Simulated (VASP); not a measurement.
# N in VASP: a series of runs

The runs below take N through single point, with PBE.

Program: VASP 6.6.1. These are calculated values, not measurements. Logs are shortened: lines on timing, memory, paths and dates and some standing lists are left out, and cuts for length are marked.

### 1 The cell of the first run

It takes space group Fm-3m (No. 225, cubic). Conventional cell: a = 3.140 Å, b = 3.140 Å, c = 3.140 Å, α = 90.00°, β = 90.00°, γ = 90.00°. N (site symmetry m-3m) has 12 N at 2.22 Å within 2.9 Å.

### 2 Single point, PBE (strained)

INCAR

```
SYSTEM = N
ALGO = Normal ; EDIFF = 1E-7
ENCUT = 520 ; GGA = PE
ISIF = 2 ; ISMEAR = 0
LASPH = .TRUE. ; LCHARG = .FALSE.
LREAL = .FALSE. ; LWAVE = .FALSE.
NBANDS = 8 ; NELM = 60
PREC = Accurate ; SIGMA = 0.1
```

KPOINTS

```
k-points
0
G
  22 22 22
  0 0 0
```

POSCAR

```
N
1.0
    0.0000000000      1.5701702147      1.5701702147
    1.5701702147      0.0000000000      1.5701702147
    1.5701702147      1.5701702147      0.0000000000
N
1
Direct
    0.0000000000      0.0000000000      0.0000000000
```

Potentials or basis: VASP PAW PBE potentials, release 64 (N).

Run with:

```sh
$ cat potpaw_PBE.64/N/POTCAR > POTCAR
$ mpirun -np 1 vasp_std > vasp.out
```

OUTCAR:

```text
SYSTEM = N
   EDIFF = 1E-7
   ENCUT = 520
   GGA = PE
   ISIF = 2
   ISMEAR = 0
   LASPH = .TRUE.
   LREAL = .FALSE.
   NELM = 60
   PREC = Accurate

 ion  position               nearest neighbor table
   1  0.000  0.000  0.000-

  LATTYP: Found a face centered cubic cell.
 ALAT       =     3.1403404294

  Lattice vectors:

 A1 = (   0.0000000000,   1.5701702147,   1.5701702147)
 A2 = (   1.5701702147,   0.0000000000,   1.5701702147)
 A3 = (   1.5701702147,   1.5701702147,   0.0000000000)

Analysis of symmetry for initial positions (statically):
=====================================================================
 Subroutine PRICEL returns:
 Original cell was already a primitive cell.

 Routine SETGRP: Setting up the symmetry group for a
 face centered cubic supercell.

 Subroutine GETGRP returns: Found 48 space group operations
 (whereof 48 operations were pure point group operations)
 out of a pool of 48 trial point group operations.

The static configuration has the point symmetry O_h .

Analysis of symmetry for dynamics (positions and initial velocities):
=====================================================================
 Subroutine PRICEL returns:
 Original cell was already a primitive cell.

 Routine SETGRP: Setting up the symmetry group for a
 face centered cubic supercell.

 Subroutine GETGRP returns: Found 48 space group operations
 (whereof 48 operations were pure point group operations)
 out of a pool of 48 trial point group operations.

The dynamic configuration has the point symmetry O_h .

 Subroutine INISYM returns: Found 48 space group operations
 (whereof 48 operations are pure point group operations),
 and found     1 'primitive' translations

----------------------------------------------------------------------------------------

                                     Primitive cell

  volume of cell :       7.7423

  direct lattice vectors                    reciprocal lattice vectors
     0.000000000  1.570170215  1.570170215    -0.318436814  0.318436814  0.318436814
     1.570170215  0.000000000  1.570170215     0.318436814 -0.318436814  0.318436814
     1.570170215  1.570170215  0.000000000     0.318436814  0.318436814 -0.318436814

  length of vectors
     2.220556013  2.220556013  2.220556013     0.551548740  0.551548740  0.551548740

  position of ions in fractional coordinates (direct lattice)
     0.000000000  0.000000000  0.000000000

  ion indices of the primitive-cell ions
   primitive index   ion index
[... 75 lines left out ...]
   EDIFFG = 0.1E-05   stopping-criterion for IOM
   NSW    =      0    number of steps for IOM
   IBRION =     -1    ionic relax: 0-MD 1-quasi-New 2-CG
   NFREE  =      0    steps in history (QN), initial steepest desc. (CG)
   ISIF   =      2    stress and relaxation
   ISYM   =      2    0-nonsym 1-usesym 2-fastsym
   POTIM  = 0.5000    time-step for ionic-motion
   TEBEG  =    0.0;   TEEND  =   0.0 temperature during run
   PSTRESS=    0.0 pullay stress
   NELECT =       5.0000    total number of electrons
   NUPDOWN=      -1.0000    fix difference up-down
   EMIN   =  10.00;   EMAX   =-10.00  energy-range for DOS
   EFERMI =   0.00;   METHOD = LEGACY
   ISMEAR =     0;   SIGMA  =   0.10  broadening in eV -4-tet -1-fermi 0-gaus
   EFERMI_NEDOS =   21; number of points for ismear=-14 and -15
   IALGO  =     38    algorithm
   IMIX   =      4    mixing-type and parameters
     AMIX     =   0.40;   BMIX     =  1.00
     AMIX_MAG =   1.60;   BMIX_MAG =  1.00
  volume/ion in A,a.u.               =       7.74        52.25
  Fermi-wavevector in a.u.,A,eV,Ry     =   1.415060  2.674075 27.244224  2.002394
  Thomas-Fermi vector in A             =   2.536537
   LORBIT       =      0    0 simple, 1 ext, 2 COOP (PROOUT), +10 PAW based schemes
   GGA     = PE    functional components
   LHFCALC =     F    Hartree Fock is set to
   AEXX    =    0.0000 exact exchange contribution
   IVDW    =     0    specifies the selected vdW correction
   LEPSILON=     F    determine dielectric tensor
   LRPA    =     F    only Hartree local field effects (RPA)
 non-spin polarized calculation
 Gauss-broadening in eV      SIGMA  =   0.10
  energy-cutoff  :      520.00
  volume of cell :        7.74
 maximum number of plane-waves:       222
 NGX is ok and might be reduce to    18
   NGX =  9   NGY =  9   NGZ =  9

 number of electron       5.0000000 magnetization

 Free energy of the ion-electron system (eV)
  ---------------------------------------------------
  ext. energy  EPLUGINS =         0.00000000
  ---------------------------------------------------
  free energy    TOTEN  =        -3.83904910 eV

  energy without entropy =       -3.83531732  energy(sigma->0) =       -3.83718321

 E-fermi :   5.0778     XC(G=0): -12.4768

 val. band max:        5.0684364060   @ k =   0.2727   0.2273   0.0000
 cond. band min:       5.0831789063   @ k =   0.2727   0.1818   0.0000
 fundamental gap:      0.0147425004
 Fermi energy:         5.0777992594

 k-point     1 :       0.0000    0.0000    0.0000
  band No.  band energies     occupation
      1     -14.7027      2.00000
      2       8.9689      0.00000
      3       8.9689      0.00000
      4       8.9689      0.00000
      5      27.9029      0.00000
      6      36.6613      0.00000
      7      36.6613      0.00000
      8      36.6613      0.00000
[... 243 lines left out ...]
 k-point    24 :      -0.4545    0.0455    0.0000
  band No.  band energies     occupation
      1      -8.3057      2.00000
      2      -2.5452      2.00000
      3       7.6217      0.00000
      4       7.8281      0.00000
      5      27.0982      0.00000
      6      30.7971      0.00000
      7      34.3809      0.00000
      8      34.4246      0.00000

 [... further k-points ...]

------------------------ aborting loop because EDIFF is reached ----------------------------------------

  FORCE on cell =-STRESS in cart. coord.  units (eV):
  Direction    XX          YY          ZZ          XY          YZ          ZX
  --------------------------------------------------------------------------------------
  -------------------------------------------------------------------------------------
  Total       -0.1681534     -0.1681534     -0.1681534      0.0000000     -0.0000000     -0.0000000
  in kB      -34.7973298    -34.7973298    -34.7973298      0.0000000     -0.0000000     -0.0000000
  external PRESSURE =     -34.7973298 kB  Pullay stress =       0.0000000 kB

 VOLUME and BASIS-vectors are now :
 -----------------------------------------------------------------------------
  energy-cutoff  :      520.00
  volume of cell :        7.74
      direct lattice vectors                 reciprocal lattice vectors
     0.000000000  1.570170215  1.570170215    -0.318436814  0.318436814  0.318436814
     1.570170215  0.000000000  1.570170215     0.318436814 -0.318436814  0.318436814
     1.570170215  1.570170215  0.000000000     0.318436814  0.318436814 -0.318436814

 POSITION                                       TOTAL-FORCE (eV/Angst)
 -----------------------------------------------------------------------------------
      0.00000      0.00000      0.00000         0.000000      0.000000      0.000000
 -----------------------------------------------------------------------------------
    total drift:                                0.000000     -0.000000     -0.000000

  FREE ENERGIE OF THE ION-ELECTRON SYSTEM (eV)
  ---------------------------------------------------
  free  energy   TOTEN  =        -3.8390491049 eV

  energy  without entropy=       -3.8353173239  energy(sigma->0) =       -3.83718321
```

stdout:

```text
POSCAR found type information on POSCAR N
 POSCAR found :  1 types and       1 ions
 scaLAPACK will be used
 LDA part: xc-table for (Slater+PW92), standard interpolation
 POSCAR, INCAR and KPOINTS ok, starting setup
 FFT: planning ... GRIDC
 FFT: planning ... GRID_SOFT
 FFT: planning ... GRID
 WAVECAR not read
 entering main loop
```

It took 16 s on 1 thread of Intel Xeon Platinum 8559C (Emerald Rapids), shared host; peak memory 0.12 GiB.

What came out:

```yaml
Free_energy: -3.8390 eV
Pressure: -3.5 GPa
Band_gap_on_the_k_mesh: zero (an odd number of electrons rules out a gap without spin polarisation)
```

Caveat: the cell differs from its parent crystal (strained); the cell stands under tension; an odd number of electrons without spin polarisation forces a metal; a magnetic or distorted state may lie lower.

### 3 Single point, PBE (strained)

INCAR

```
ALGO = Normal
EDIFF = 1E-6
ENCUT = 520
GGA = PE
ISIF = 2
ISMEAR = 0
LASPH = T
LCHARG = F
LREAL = F
LWAVE = F
NBANDS = 8
NELM = 60
PREC = Accurate
SIGMA = 0.1
```

KPOINTS

```
k-points
0
Gamma
  20 20 20
```

POSCAR

```
N
1.0
   -0.0073805909      1.5941144053      1.5475001470
    1.5464901714     -0.0063706153      1.5464901714
    1.5475001470      1.5941144053     -0.0073805909
N
1
Direct
    0.0000000000      0.0000000000      0.0000000000
```

Potentials or basis: VASP PAW PBE potentials, release 64 (N).

Run with:

```sh
$ cat potpaw_PBE.64/N/POTCAR > POTCAR
$ mpirun -np 1 vasp_std > vasp.out
```

Run time: 54 s. Hardware: 1 thread of Intel Xeon Platinum 8559C (Emerald Rapids), shared host; peak memory 0.2 GiB.

The run converged. Its results:

- Free energy: -3.8461 eV
- Pressure: -2.2 GPa
- Band gap on the k mesh: zero (an odd number of electrons rules out a gap without spin polarisation)

Stress tensor (GPa, compression positive):
```
-5.84 -0.89 -0.25
-0.89  5.08 -0.89
-0.25 -0.89 -5.84
```

Levels at points of the mesh, in eV from the Fermi level:
```tsv
k point	band 1	band 2	band 3	band 4	band 5
(0.00, 0.00, 0.00)	-19.86	3.89	3.93	4.02	23.02
(0.50, 0.00, 0.00)	-13.32	-7.95	2.61	3.04	21.96
(0.00, 0.50, 0.00)	-13.29	-7.95	2.64	2.99	21.96
(0.50, 0.50, 0.00)	-10.66	-6.41	-0.13	0.17	14.86
(0.50, 0.00, 0.50)	-11.21	-6.75	0.36	0.51	15.47
(0.50, 0.50, 0.50)	-13.18	-7.93	2.54	2.93	21.76
```

Caveat: the cell differs from its parent crystal (strained); the stress differs along the axes, from -6 to 5 GPa; an odd number of electrons without spin polarisation forces a metal; a magnetic or distorted state may lie lower.

### 4 Single point, PBE (strained)

INCAR

```
SYSTEM = N
PREC = Accurate ; ENCUT = 520
EDIFF = 1E-6 ; ISMEAR = 0
SIGMA = 0.1 ; LREAL = .FALSE.
LASPH = .TRUE. ; NELM = 80
ALGO = Normal ; ISIF = 2
LWAVE = .FALSE. ; LCHARG = .FALSE.
GGA = PE ; ISYM = 0
NBANDS = 8
```

KPOINTS

```
regular mesh
0
G
  20 21 21
  0 0 0
```

POSCAR

```
N
1.0
   -0.0621523444      1.5355513588      1.5355513588
    1.4733990144      0.0000000000      1.4733990144
    1.4733990144      1.4733990144      0.0000000000
N
1
Direct
    0.0000000000      0.0000000000      0.0000000000
```

Run with:

```sh
$ cat potpaw_PBE.64/N/POTCAR > POTCAR
$ mpirun -np 1 vasp_std > vasp.out
```

Wall time 59 s (1 thread of Intel Xeon Platinum 8559C (Emerald Rapids), shared host); peak memory 0.29 GiB.

It converged, with:

```
Free energy            : -3.8037 eV
Pressure               : 24.3 GPa
Band gap on the k mesh : zero (an odd number of electrons rules out a gap without spin polarisation)
```

Stress tensor (GPa, compression positive):
```
24.42 -6.77 -6.77
-6.77 24.16  6.55
-6.77  6.55 24.16
```

Levels at points of the mesh, in eV from the Fermi level:
```csv
k point,band 1,band 2,band 3,band 4,band 5,band 6,band 7
"(0.00, 0.00, 0.00)",-21.45,3.88,4.96,4.96,25.49,31.64,34.52
"(0.50, 0.00, 0.00)",-14.70,-9.33,3.92,3.92,25.42,28.36,32.02
```

Caveat: the cell differs from its parent crystal (strained); the cell stands under pressure; an odd number of electrons without spin polarisation forces a metal; a magnetic or distorted state may lie lower.

### 5 Single point, PBE (strained)

INCAR

```
ALGO     = Normal         # electronic algorithm
EDIFF    = 1E-6           # SCF threshold, eV
ENCUT    = 520            # plane-wave cutoff, eV
GGA      = PE             # functional
ISIF     = 2              # what is computed and relaxed
ISMEAR   = 0              # smearing method
ISYM     = 0            
LASPH    = T              # aspherical terms in the spheres
LCHARG   = T              # write CHGCAR
LELF     = T              # ELF
LREAL    = F              # projectors in reciprocal space
LVHAR    = T            
LWAVE    = F              # write WAVECAR
NBANDS   = 8              # bands
NELM     = 80             # most SCF steps
PREC     = Accurate       # precision mode
SIGMA    = 0.1            # smearing width, eV
```

KPOINTS

```
k-points
0
Gamma
  20 21 21
```

POSCAR

```
N
1.0
   -0.0310761722      1.5355358207      1.5355358207
    1.5044596485      0.0000000000      1.5044596485
    1.5044596485      1.5044596485      0.0000000000
N
1
Direct
    0.0000000000      0.0000000000      0.0000000000
```

Run with:

```sh
$ cat potpaw_PBE.64/N/POTCAR > POTCAR
$ mpirun -np 1 vasp_std > vasp.out
```

Wall time 51 s (1 thread of Intel Xeon Platinum 8559C (Emerald Rapids), shared host); peak memory 0.3 GiB.

The run converged. Its results:

| Item | Value |
| --- | --- |
| Free energy | -3.8173 eV |
| Pressure | 16.2 GPa |
| Band gap on the k mesh | zero (an odd number of electrons rules out a gap without spin polarisation) |

Stress tensor (GPa, compression positive):
```
16.05 -3.62 -3.62
-3.62 16.34  4.27
-3.62  4.27 16.34
```

Levels at points of the mesh, in eV from the Fermi level:
```csv
k point,band 1,band 2,band 3,band 4,band 5,band 6,band 7
"(0.00, 0.00, 0.00)",-21.02,4.09,4.58,4.58,25.15,31.81,33.44
"(0.50, 0.00, 0.00)",-14.07,-8.93,3.44,3.44,24.04,27.91,30.93
```

Caveat: the cell differs from its parent crystal (strained); the cell stands under pressure; an odd number of electrons without spin polarisation forces a metal; a magnetic or distorted state may lie lower.

### 6 Overview

```tsv
cell	k mesh	gap on the mesh (eV)	pressure (GPa)
a = 2.221 Å, angles 60.0°, 1 atom	22 × 22 × 22	none	-3.5
a = 2.222, b = 2.187 Å, angles 60.8, 59.3, 60.8°, 1 atom	20 × 20 × 20	none	-2.2
a = 2.172, b = 2.084, c = 2.084 Å, angles 60.0, 61.3, 61.3°, 1 atom	20 × 21 × 21	none	24.3
a = 2.172, b = 2.128, c = 2.128 Å, angles 60.0, 60.7, 60.7°, 1 atom	20 × 21 × 21	none	16.2
```

Alike in all rows: task single point; level PBE; potentials or basis VASP PAW PBE potentials, release 64 (N); no spin polarisation; cutoff (eV) 520; smearing gaussian 0.1 eV.

Caveats: an odd number of electrons without spin polarisation forces a metal; a magnetic or distorted state may lie lower; the cell stands under pressure (at least some runs); the cell stands under tension (at least some runs); the stress differs along the axes, from -6 to 5 GPa (at least some runs).

Absolute energies hang on the potentials; compare differences alone.
